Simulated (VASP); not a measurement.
V: relaxation of cell and atoms with PBE

Crystal: V.

```xyz
1
Lattice="1.5150 1.5150 1.5150 -1.5150 1.5150 1.5150 -1.5150 -1.5150 1.5150" Properties=species:S:1:pos:R:3 pbc="T T T"
V     0.0000    0.0000    0.0000
```

```json
{
  "Program": "VASP 6.6.1",
  "Task": "relaxation of cell and atoms",
  "Functional": "PBE",
  "Potentials or basis": "VASP PAW PBE potentials, release 64 (V_sv)",
  "Cutoff": "600 eV",
  "k mesh": "11 × 11 × 11",
  "Occupations": "fermi-dirac, width 0.1 eV",
  "Spin": "collinear spin, ferromagnetic start",
  "Starting moments": "[1.5] μB",
  "Target pressure": "20 GPa",
  "Dipole correction": "no",
  "Further INCAR settings": "ALGO = Normal; EDIFF = 1e-06; IBRION = 2; EDIFFG = -0.03; NSW = 80; ISIF = 3"
}
```

| Item | Value |
| --- | --- |
| Relaxed volume | 12.33 Å³/atom |
| Relaxed cell | a = 2.521 Å, b = 2.521 Å, c = 2.521 Å, α = 70.53°, β = 109.47°, γ = 70.53° |
| Space group after relaxing (to 0.1 Å) | Im-3m (No. 229) |
| Energy change on relaxing (the run minimises the enthalpy) | +60.1 meV/atom |
| Ionic steps | 4 |
| Pressure after relaxing | 19.8 GPa |
| Net moment | 0.00 μB per cell |
| Valence electrons inside the program's atomic spheres | V 11.82 |

Step by step:
```tsv
step	energy change (eV)	largest force (eV/Å)	pressure (GPa)	volume (Å³)
1	0.0000	0.0000	-5.13	13.91
2	0.8431	0.0000	97.19	9.96
3	0.0491	0.0000	17.70	12.42
4	0.0601	0.0000	19.75	12.33
```

Final structure:
```cif
data_structure
_symmetry_space_group_name_H-M 'P 1'
_symmetry_Int_Tables_number 1
_cell_length_a 2.5206
_cell_length_b 2.5206
_cell_length_c 2.5206
_cell_angle_alpha 70.529
_cell_angle_beta 109.471
_cell_angle_gamma 70.529
_cell_volume 12.33
loop_
_atom_site_label
_atom_site_type_symbol
_atom_site_fract_x
_atom_site_fract_y
_atom_site_fract_z
_atom_site_occupancy
V1 V 0.00000 0.00000 0.00000 1
```

Levels at points of the mesh, in eV from the Fermi level:
Spin up:
| k point | band 2 | band 3 | band 4 | band 5 | band 6 | band 7 | band 8 | band 9 | band 10 | band 11 |
| --- | --- | --- | --- | --- | --- | --- | --- | --- | --- | --- |
| (0.00, 0.00, 0.00) | -36.77 | -36.77 | -36.77 | -6.77 | 0.41 | 0.41 | 0.41 | 2.66 | 2.66 | 21.17 |
Spin down:
```
           k point  band 3  band 4  band 5  band 6  band 7  band 8  band 9  band 10
(0.00, 0.00, 0.00)  -36.77  -36.77   -6.77    0.41    0.41    0.41    2.66     2.66
```

Run time: 58 s on 1 thread of Intel Xeon 8259CL, with other jobs on the host, peak memory 0.17 GiB.

Caveat: the cell is relaxed towards a set pressure, so the run minimises the enthalpy, not the energy.
